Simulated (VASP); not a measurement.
A run of VASP 6.6.1 is set up as follows.

INCAR

```
SYSTEM = Si2W
PREC     = Accurate       ! precision mode
ENCUT    = 520            ! plane-wave cutoff, eV
EDIFF    = 1E-6           ! SCF threshold, eV
ISMEAR   = -1             ! smearing method
SIGMA    = 0.05           ! smearing width, eV
LREAL    = .FALSE.        ! projectors in reciprocal space
LASPH    = .TRUE.         ! aspherical terms in the spheres
NELM     = 100            ! most SCF steps
ALGO     = Normal         ! electronic algorithm
ISIF     = 2              ! what is computed and relaxed
LWAVE    = .FALSE.        ! write WAVECAR
LCHARG   = .FALSE.        ! write CHGCAR
GGA      = PS             ! functional
NBANDS   = 18             ! bands
```

KPOINTS

```
regular mesh
0
G
  9 9 9
  0 0 0
```

The input POSCAR:

```
Si2W
1.0
   -1.6069000000      1.6069000000      3.9149500000
    1.6069000000     -1.6069000000      3.9149500000
    1.6069000000      1.6069000000     -3.9149500000
W Si
1 2
Direct
    0.0000000000      0.0000000000      0.0000000000
    0.6653000000      0.6653000000      0.0000000000
    0.3347000000      0.3347000000      0.0000000000
```

Potentials or basis: VASP PAW PBE potentials, release 64 (W_sv, Si).

Command:

```bash
$ cat potpaw_PBE.64/W_sv/POTCAR potpaw_PBE.64/Si/POTCAR > POTCAR
$ mpirun -np 1 vasp_std > vasp.out
```

(1) What does it give for the band gap on the k mesh?

(2) Predict the largest force.

(3) Estimate the pressure.

## Answers

(1) zero (band 11 reaches 12.60 eV, above the bottom of band 12 at 11.42 eV).

(2) 0.006 eV/Å.

(3) -1.6 GPa.

Caveat: the PAW data sets were made with another functional, which shifts forces and pressure a little; spin-orbit coupling is left out, which moves the levels of the heavy elements.
